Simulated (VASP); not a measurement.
Input of a VASP 6.6.1 run:

File INCAR:

```
ALGO = Normal
EDIFF = 1E-7
ENCUT = 520
GGA = CA
ISIF = 2
ISMEAR = 0
LASPH = T
LCHARG = F
LREAL = F
LWAVE = F
NBANDS = 35
NELM = 60
PREC = Accurate
SIGMA = 0.02
```

File KPOINTS:

```
k-points
0
Gamma
  6 6 8
```

File POSCAR:

```
SnO2
1.0
    4.7046905647      0.0000000000      0.0000000000
    0.0000000000      4.7025842444      0.0000000000
    0.0000000000      0.0000000000      3.1850108019
Sn O
2 4
Direct
    0.5000000000      0.5000000000      0.5000000000
    0.0000000000      0.0000000000      0.0000000000
    0.3060052295      0.3058429145      0.0000000000
    0.8060052295      0.1941570855      0.5000000000
    0.1939947705      0.8058429145      0.5000000000
    0.6939947705      0.6941570855      0.0000000000
```

Potentials or basis: VASP PAW LDA potentials, release 64 (Sn_d, O).

Launch:

```sh
$ cat potpaw_LDA.64/Sn_d/POTCAR potpaw_LDA.64/O/POTCAR > POTCAR
$ mpirun -np 1 vasp_std > vasp.out
```

Estimate the pressure.

3.1 GPa.

Predict the largest force.

0.020 eV/Å.

Predict the band gap on the k mesh.

1.30 eV.

Forces in eV/Å, atoms in the order of the input:
```
Sn   0.000  0.000  0.000
Sn   0.000  0.000  0.000
O   -0.014 -0.014  0.000
O   -0.014  0.014  0.000
O    0.014 -0.014  0.000
O    0.014  0.014  0.000
```

Caveat: the cell stands under pressure; spin-orbit coupling is left out, which moves the levels of the heavy elements.
